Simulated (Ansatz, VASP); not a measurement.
Given: the input of a run of Ansatz 0.2.0 on Ni.

File input.yaml:

```yaml
crystal:
  lattice:
    - [-1.38371547, 1.38371547, 1.38371547]
    - [1.38371547, -1.38371547, 1.38371547]
    - [1.38371547, 1.38371547, -1.38371547]
  atoms:
    - { symbol: Ni, position: [0.0, 0.0, 0.0], spin: 1.5 }
hamiltonian:
  xc: pbesol
  pseudopotentials: { kind: paw }
magnetization:
  spin_polarized: true
  initial_magnetization: 1.5
  spin_locking: { lock_magnetization: hard }
kpoints:
  mp_grid: { grid: [11, 11, 11] }
scf:
  occupations: { method: fermi_dirac, width: 0.05 }
  lower_state_search: "off"
output:
  forces: true
  stress: true
  eigenvalues: true
```

Potentials or basis: Ansatz PAW.

The run is started by

```bash
$ ansatz run input.yaml --threads 2 --pin off --max-ram 5632MiB --backend cpu --events-out ev --progress --plain --runs-dir out
```

Q: Set up the same calculation for VASP 6.6.1. Potentials there: VASP PAW PBE potentials, release 64 (Ni).

A: As run (the cutoff follows the program's own potentials):

INCAR

```
SYSTEM = Ni
PREC = Accurate
ENCUT = 520
EDIFF = 1E-7
ISMEAR = -1
SIGMA = 0.05
LREAL = .FALSE.
LASPH = .TRUE.
NELM = 150
ALGO = Normal
ISIF = 2
LWAVE = .FALSE.
LCHARG = .TRUE.
ISPIN = 2
MAGMOM = 1.5
LORBIT = 11
NUPDOWN = 1.5
LMAXMIX = 4
GGA = PS
LELF = .TRUE.
LVHAR = .TRUE.
NBANDS = 15
```

The input KPOINTS:

```
regular mesh
0
G
  11 11 11
  0 0 0
```

Contents of POSCAR:

```
Ni
1.0
   -1.3837154700      1.3837154700      1.3837154700
    1.3837154700     -1.3837154700      1.3837154700
    1.3837154700      1.3837154700     -1.3837154700
Ni
1
Direct
    0.0000000000      0.0000000000      0.0000000000
```

Potentials or basis: VASP PAW PBE potentials, release 64 (Ni).

Command:

```sh
$ cat potpaw_PBE.64/Ni/POTCAR > POTCAR
$ mpirun -np 1 vasp_std > vasp.out
```

Both were run:

|  | VASP | Ansatz | Ansatz less VASP |
| --- | --- | --- | --- |
| pressure (GPa) | 11.4 | 11.6 | +0.18 |
| net moment per atom (μB) | 1.50 | 1.50 | 0.000 |
| size of the moment on the site where the two differ most (μB) | 1.44 | 1.40 | -0.041 |

VASP's potentials were made for PBE, not for PBEsol. Site moments also hang on the region over which each program counts them. VASP's potentials hold 10 valence electrons a cell and Ansatz's 18, so a difference there can come from the potentials and not from the codes.
